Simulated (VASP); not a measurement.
Input of a VASP 6.6.1 run:

File INCAR:

```
ALGO = Normal
EDIFF = 1E-6
ENCUT = 520
GGA = PS
ISIF = 2
ISMEAR = -1
LASPH = True
LCHARG = False
LREAL = False
LWAVE = False
NBANDS = 16
NELM = 100
PREC = Accurate
SIGMA = 0.05
```

KPOINTS

```
k-points
0
Gamma
  14 14 14
```

Contents of POSCAR:

```
AlRu
1.0
    0.0000000000      2.4149267958      2.4149267958
    2.4149267958      0.0000000000      2.4149267958
    2.4149267958      2.4149267958      0.0000000000
Ru Al
1 1
Direct
    0.0000000000      0.0000000000      0.0000000000
    0.5000000000      0.5000000000      0.5000000000
```

Potentials or basis: VASP PAW PBE potentials, release 64 (Ru_pv, Al).

Command:

```bash
$ cat potpaw_PBE.64/Ru_pv/POTCAR potpaw_PBE.64/Al/POTCAR > POTCAR
$ mpirun -np 1 vasp_std > vasp.out
```

Question: Predict the pressure.

Answer: 11.2 GPa.

Caveat: the PAW data sets were made with another functional, which shifts forces and pressure a little.
